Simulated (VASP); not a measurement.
Wanted: the native input for a VASP 6.6.1 run.

- Task: single point
- Functional: PBE
- Dispersion: D3(BJ)
- Potentials or basis: VASP PAW PBE potentials, release 64 (C)
- Cutoff: 520 eV
- k mesh: 18 × 18 × 6
- Occupations: gaussian, width 0.1 eV
- Spin: no spin polarisation
- Dipole correction: no
- Further INCAR settings: ALGO = Normal; EDIFF = 1e-07; NBANDS = 16

The structure of C lies in POSCAR:

```
C
1.0
    1.2340958664     -2.1369044008      0.0000000000
    1.2340958664      2.1369044008      0.0000000000
    0.0000000000      0.0000000000      7.1898815049
C
4
Direct
    0.0833196069      0.9166803931      0.7500000000
    0.5833196069      0.4166803931      0.2500000000
    0.9166803931      0.0833196069      0.2500000000
    0.4166803931      0.5833196069      0.7500000000
```

The input as run:

INCAR

```
ALGO = Normal
EDIFF = 1E-7
ENCUT = 520
GGA = PE
ISIF = 2
ISMEAR = 0
IVDW = 12
LASPH = True
LCHARG = True
LELF = True
LREAL = False
LVHAR = True
LWAVE = False
NBANDS = 16
NELM = 100
PREC = Accurate
SIGMA = 0.1
```

KPOINTS

```
k-points
0
Gamma
  18 18 6
```

Potentials or basis: VASP PAW PBE potentials, release 64 (C).

Run with:

```sh
$ cat potpaw_PBE.64/C/POTCAR > POTCAR
$ mpirun -np 1 vasp_std > vasp.out
```

It gave:

| Property | Result |
| --- | --- |
| Pressure | -0.9 GPa |
| Band gap on the k mesh | zero (filled and empty bands touch) |
| Dispersion energy per atom | -0.144 eV |

It took 74 s on 1 thread of AMD EPYC 9R45 96-Core Processor (Zen 5) (shared host), peak memory 0.24 GiB.
